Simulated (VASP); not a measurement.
**ScHg: single point with LDA**

Crystal: ScHg.

```xyz
2
Lattice="3.4261 0.0000 0.0000 0.0000 3.4261 0.0000 0.0000 0.0000 3.4261" Properties=species:S:1:pos:R:3 pbc="T T T"
Sc    1.7130    1.7130    1.7130
Hg    0.0000    0.0000    0.0000
```

```
Program                : VASP 6.6.1
Task                   : single point
Functional             : LDA
Potentials or basis    : VASP PAW LDA potentials, release 64 (Sc_sv, Hg)
Cutoff                 : 520 eV
k mesh                 : 10 × 10 × 10
Occupations            : fermi-dirac, width 0.05 eV
Spin                   : no spin polarisation
Dipole correction      : no
Further INCAR settings : ALGO = Normal; EDIFF = 1e-06; NBANDS = 18
```

* Pressure: 0.5 GPa

Levels at points of the mesh, in eV from the Fermi level:
| k point | band 9 | band 10 | band 11 | band 12 | band 13 | band 14 | band 15 | band 16 |
| --- | --- | --- | --- | --- | --- | --- | --- | --- |
| (0.00, 0.00, 0.00) | -7.30 | -7.30 | 0.32 | 0.32 | 2.59 | 2.59 | 2.59 | 5.14 |
| (0.50, 0.00, 0.00) | -7.21 | -5.10 | -3.99 | -0.09 | 0.78 | 0.78 | 2.34 | 3.31 |
| (0.50, 0.50, 0.00) | -6.75 | -4.15 | -0.98 | -0.98 | 0.63 | 2.16 | 2.16 | 3.08 |
| (0.50, 0.50, 0.50) | -6.73 | -1.93 | -1.93 | -1.93 | -0.76 | 3.14 | 3.14 | 5.81 |

It took 24 s on 1 thread of Intel(R) Xeon(R) Platinum 8259CL CPU @ 2.50GHz (Skylake/Cascade Lake), on a shared host, peak memory 0.17 GiB.

Caveat: spin-orbit coupling is left out, which moves the levels of the heavy elements.
